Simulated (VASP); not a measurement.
# TePt (P6_3/mmc) in VASP: notebook, part 2 of 2

VASP 6.6.1. Earlier steps stand in the parts before.

### 3 Single point, PBEsol (volume scaled by 0.97, then relaxed in part)

File INCAR:

```
SYSTEM = TePt
  PREC = Accurate
  ENCUT = 520
  EDIFF = 1E-6
  ISMEAR = 0
  SIGMA = 0.1
  LREAL = .False.
  LASPH = .True.
  NELM = 80
  ALGO = Normal
  ISIF = 2
  LWAVE = .False.
  LCHARG = .False.
  GGA = PS
  NBANDS = 24
```

File KPOINTS:

```
Automatic mesh
0
Gamma
  12 12 8
  0 0 0
```

File POSCAR:

```
TePt
1.0
    4.1759803741      0.0000000000      0.0000000000
   -2.0879901871      3.6165050897      0.0000000000
    0.0000000000      0.0000000000      5.4975135015
Te Pt
2 2
Direct
    0.3333333333      0.6666666667      0.2500000000
    0.6666666667      0.3333333333      0.7500000000
    0.0000000000      0.0000000000      0.0000000000
    0.0000000000      0.0000000000      0.5000000000
```

Potentials or basis: VASP PAW PBE potentials, release 64 (Te, Pt).

Command:

```sh
cat potpaw_PBE.64/Te/POTCAR potpaw_PBE.64/Pt/POTCAR > POTCAR
mpirun -np 1 vasp_std > vasp.out
```

OUTCAR:

```text
SYSTEM = TePt
   PREC = Accurate
   ENCUT = 520
   EDIFF = 1E-6
   ISMEAR = 0
   LREAL = .False.
   LASPH = .True.
   NELM = 80
   ISIF = 2
   GGA = PS

 ion  position               nearest neighbor table
   1  0.333  0.667  0.250-   3 2.78   4 2.78   3 2.78   4 2.78   3 2.78   4 2.78   2 3.66   2 3.66
                             2 3.66   2 3.66   2 3.66   2 3.66
   2  0.667  0.333  0.750-   3 2.78   4 2.78   3 2.78   4 2.78   3 2.78   4 2.78   1 3.66   1 3.66
                             1 3.66   1 3.66   1 3.66   1 3.66
   3  0.000  0.000  0.000-   4 2.75   4 2.75   1 2.78   2 2.78   2 2.78   1 2.78   2 2.78   1 2.78

   4  0.000  0.000  0.500-   3 2.75   3 2.75   1 2.78   2 2.78   2 2.78   1 2.78   2 2.78   1 2.78

  LATTYP: Found a hexagonal cell.
 ALAT       =     4.1759803741
 C/A-ratio  =     1.3164605695

  Lattice vectors:

 A1 = (   4.1759803741,   0.0000000000,   0.0000000000)
 A2 = (  -2.0879901871,   3.6165050897,   0.0000000000)
 A3 = (   0.0000000000,   0.0000000000,   5.4975135015)

Analysis of symmetry for initial positions (statically):
=====================================================================
 Subroutine PRICEL returns:
 Original cell was already a primitive cell.

 Routine SETGRP: Setting up the symmetry group for a
 hexagonal supercell.

 Subroutine GETGRP returns: Found 24 space group operations
 (whereof 12 operations were pure point group operations)
 out of a pool of 24 trial point group operations.

The static configuration has the point symmetry D_3d.
 The point group associated with its full space group is D_6h.

Analysis of symmetry for dynamics (positions and initial velocities):
=====================================================================
 Subroutine PRICEL returns:
 Original cell was already a primitive cell.

 Routine SETGRP: Setting up the symmetry group for a
 hexagonal supercell.

 Subroutine GETGRP returns: Found 24 space group operations
 (whereof 12 operations were pure point group operations)
 out of a pool of 24 trial point group operations.

The dynamic configuration has the point symmetry D_3d.
 The point group associated with its full space group is D_6h.

 Subroutine INISYM returns: Found 24 space group operations
 (whereof 12 operations are pure point group operations),
 and found     1 'primitive' translations

----------------------------------------------------------------------------------------

                                     Primitive cell

  volume of cell :      83.0259

  direct lattice vectors                    reciprocal lattice vectors
     4.175980374  0.000000000  0.000000000     0.239464727  0.138255025  0.000000000
    -2.087990187  3.616505090  0.000000000     0.000000000  0.276510049  0.000000000
     0.000000000  0.000000000  5.497513502     0.000000000  0.000000000  0.181900417

  length of vectors
     4.175980374  4.175980374  5.497513502     0.276510049  0.276510049  0.181900417

  position of ions in fractional coordinates (direct lattice)
     0.333333333  0.666666667  0.250000000
     0.666666667  0.333333333  0.750000000
     0.000000000  0.000000000  0.000000000
     0.000000000  0.000000000  0.500000000

  ion indices of the primitive-cell ions
   primitive index   ion index
                 1           1
                 2           2
                 3           3
                 4           4

----------------------------------------------------------------------------------------

 KPOINTS: Automatic mesh

Automatic generation of k-mesh.
 Grid dimensions read from file:
 generate k-points for:   12   12    8

 Generating k-lattice:

  Cartesian coordinates                     Fractional coordinates (reciprocal lattice)
     0.019955394  0.011521252  0.000000000     0.083333333  0.000000000  0.000000000
     0.000000000  0.023042504  0.000000000     0.000000000  0.083333333  0.000000000
     0.000000000  0.000000000  0.022737552     0.000000000  0.000000000  0.125000000

  Length of vectors
     0.023042504  0.023042504  0.022737552

  Shift w.r.t. Gamma in fractional coordinates (k-lattice)
     0.000000000  0.000000000  0.000000000

 Subroutine IBZKPT returns following result:
 ===========================================

 Found     95 irreducible k-points:

 Following reciprocal coordinates:
            Coordinates               Weight
  0.000000  0.000000  0.000000      1.000000
  0.083333  0.000000  0.000000      6.000000
  0.166667 -0.000000  0.000000      6.000000
  0.250000  0.000000  0.000000      6.000000
  0.333333  0.000000  0.000000      6.000000
  0.416667  0.000000  0.000000      6.000000
[... 16 lines left out ...]
  0.250000  0.000000  0.125000     12.000000
  0.333333  0.000000  0.125000     12.000000
 [... further k-points ...]
   k-points           NKPTS =     95   k-points in BZ     NKDIM =     95   number of bands    NBANDS=     24
   number of dos      NEDOS =    301   number of ions     NIONS =      4
   total plane-waves  NPLWV =  43008
   dimension x,y,z NGX =    32 NGY =   32 NGZ =   42
   dimension x,y,z NGXF=    64 NGYF=   64 NGZF=   84
   ions per type =               2   2
   NGX,Y,Z   is equivalent  to a cutoff of  12.74, 12.74, 12.70 a.u.
   NGXF,Y,Z  is equivalent  to a cutoff of  25.48, 25.48, 25.40 a.u.
 SYSTEM =  TePt
   PREC   = accura    normal or accurate (medium, high low for compatibility)
   ISTART =      0    job   : 0-new  1-cont  2-samecut
   ICHARG =      2    charge: 1-file 2-atom 10-const
   ISPIN  =      1    spin polarized calculation?
   LNONCOLLINEAR =      F non collinear calculations
   LSORBIT =      F    spin-orbit coupling
   LASPH  =      T    aspherical Exc in radial PAW
   ENCUT  =  520.0 eV  38.22 Ry    6.18 a.u.   7.76  7.76 10.22*2*pi/ulx,y,z
   NELM   =     80;   NELMIN=  2; NELMDL= -5     # of ELM steps
   EDIFF  = 0.1E-05   stopping-criterion for ELM
   LREAL  =      F    real-space projection
   EDIFFG = 0.1E-04   stopping-criterion for IOM
   NSW    =      0    number of steps for IOM
   IBRION =     -1    ionic relax: 0-MD 1-quasi-New 2-CG
   NFREE  =      0    steps in history (QN), initial steepest desc. (CG)
   ISIF   =      2    stress and relaxation
   ISYM   =      2    0-nonsym 1-usesym 2-fastsym
   POTIM  = 0.5000    time-step for ionic-motion
   TEBEG  =    0.0;   TEEND  =   0.0 temperature during run
   PSTRESS=    0.0 pullay stress
   NELECT =      32.0000    total number of electrons
   NUPDOWN=      -1.0000    fix difference up-down
   EMIN   =  10.00;   EMAX   =-10.00  energy-range for DOS
   EFERMI =   0.00;   METHOD = LEGACY
   ISMEAR =     0;   SIGMA  =   0.10  broadening in eV -4-tet -1-fermi 0-gaus
   EFERMI_NEDOS =   21; number of points for ismear=-14 and -15
   IALGO  =     38    algorithm
   IMIX   =      4    mixing-type and parameters
     AMIX     =   0.40;   BMIX     =  1.00
     AMIX_MAG =   1.60;   BMIX_MAG =  1.00
  volume/ion in A,a.u.               =      20.76       140.07
  Fermi-wavevector in a.u.,A,eV,Ry     =   1.191389  2.251399 19.312211  1.419407
  Thomas-Fermi vector in A             =   2.327452
   LORBIT       =      0    0 simple, 1 ext, 2 COOP (PROOUT), +10 PAW based schemes
   GGA     = PS    functional components
   LHFCALC =     F    Hartree Fock is set to
   AEXX    =    0.0000 exact exchange contribution
   IVDW    =     0    specifies the selected vdW correction
   LEPSILON=     F    determine dielectric tensor
   LRPA    =     F    only Hartree local field effects (RPA)
 non-spin polarized calculation
 Gauss-broadening in eV      SIGMA  =   0.10
  energy-cutoff  :      520.00
  volume of cell :       83.03
 maximum number of plane-waves:      2264
 NGX is ok and might be reduce to    32
   NGX = 15   NGY = 15   NGZ = 21

 number of electron      32.0000005 magnetization

 Free energy of the ion-electron system (eV)
  ---------------------------------------------------
  ext. energy  EPLUGINS =         0.00000000
  ---------------------------------------------------
  free energy    TOTEN  =       -21.81079379 eV

  energy without entropy =      -21.79860369  energy(sigma->0) =      -21.80469874

 E-fermi :  10.0111     XC(G=0): -11.5263

 val. band max:       10.0079614142   @ k =   0.0833   0.0000   0.1250
 cond. band min:      10.0167504079   @ k =   0.3333   0.1667   0.2500
 fundamental gap:      0.0087889937
 Fermi energy:        10.0111260019

 k-point     1 :       0.0000    0.0000    0.0000
  band No.  band energies     occupation
      1      -4.3584      2.00000
      2      -1.4286      2.00000
      3       2.4739      2.00000
      4       3.6029      2.00000
      5       3.6029      2.00000
      6       4.2106      2.00000
[... 637 lines left out ...]
     23      16.5061      0.00000
     24      18.0243      0.00000

 [... further k-points ...]
[... 5 lines left out ...]
  --------------------------------------------------------------------------------------
  -------------------------------------------------------------------------------------
  Total        2.2598387      2.2598387      2.2576433     -0.0000000      0.0000000      0.0000000
  in kB       43.6088054     43.6088054     43.5664391     -0.0000000      0.0000000      0.0000000
  external PRESSURE =      43.5946833 kB  Pullay stress =       0.0000000 kB

 VOLUME and BASIS-vectors are now :
 -----------------------------------------------------------------------------
  energy-cutoff  :      520.00
  volume of cell :       83.03
      direct lattice vectors                 reciprocal lattice vectors
     4.175980374  0.000000000  0.000000000     0.239464727  0.138255025  0.000000000
    -2.087990187  3.616505090  0.000000000     0.000000000  0.276510049  0.000000000
     0.000000000  0.000000000  5.497513502     0.000000000  0.000000000  0.181900417

 POSITION                                       TOTAL-FORCE (eV/Angst)
 -----------------------------------------------------------------------------------
     -0.00000      2.41100      1.37438         0.000000      0.000000      0.000000
      2.08799      1.20550      4.12314        -0.000000      0.000000      0.000000
      0.00000      0.00000      0.00000         0.000000      0.000000      0.000000
      0.00000      0.00000      2.74876         0.000000      0.000000      0.000000
 -----------------------------------------------------------------------------------
    total drift:                                0.000000     -0.000000      0.000000

  FREE ENERGIE OF THE ION-ELECTRON SYSTEM (eV)
  ---------------------------------------------------
  free  energy   TOTEN  =       -21.8107937861 eV

  energy  without entropy=      -21.7986036934  energy(sigma->0) =      -21.80469874
```

OSZICAR:

```text
N       E                     dE             d eps       ncg     rms          rms(c)
DAV:   1     0.163480185102E+03    0.16348E+03   -0.14090E+04  4584   0.118E+03
DAV:   2    -0.153859331629E+02   -0.17887E+03   -0.16506E+03  5464   0.232E+02
DAV:   3    -0.221658371672E+02   -0.67799E+01   -0.66464E+01  5664   0.440E+01
DAV:   4    -0.222516755941E+02   -0.85838E-01   -0.85786E-01  5176   0.547E+00
DAV:   5    -0.222534720884E+02   -0.17965E-02   -0.17964E-02  5784   0.762E-01    0.229E+01
DAV:   6    -0.219145180064E+02    0.33895E+00   -0.94329E-01  4968   0.757E+00    0.136E+01
DAV:   7    -0.218421472573E+02    0.72371E-01   -0.24550E-01  4696   0.362E+00    0.266E+00
DAV:   8    -0.218110896298E+02    0.31058E-01   -0.97359E-02  4824   0.261E+00    0.120E+00
DAV:   9    -0.218113075923E+02   -0.21796E-03   -0.44929E-03  5568   0.359E-01    0.700E-01
DAV:  10    -0.218108938451E+02    0.41375E-03   -0.29796E-03  4800   0.346E-01    0.129E-01
DAV:  11    -0.218107930077E+02    0.10084E-03   -0.22315E-04  5568   0.117E-01    0.122E-01
DAV:  12    -0.218107943234E+02   -0.13157E-05   -0.19146E-05  5280   0.211E-02    0.280E-02
DAV:  13    -0.218107937861E+02    0.53729E-06   -0.12205E-06  3912   0.807E-03
   1 F= -.21810794E+02 E0= -.21804699E+02  d E =-.121901E-01
```

It took 86 s on 1 thread of AMD EPYC 9R45 (Zen 5), shared host; peak memory 0.28 GiB.

Results:

```
Free energy            : -21.8108 eV
Pressure               : 4.4 GPa
Band gap on the k mesh : zero (band 16 reaches 11.04 eV, above the bottom of band 17 at 9.61 eV)
```

Caveat: the PAW data sets were made with another functional, which shifts forces and pressure a little; spin-orbit coupling is left out, which moves the levels of the heavy elements.
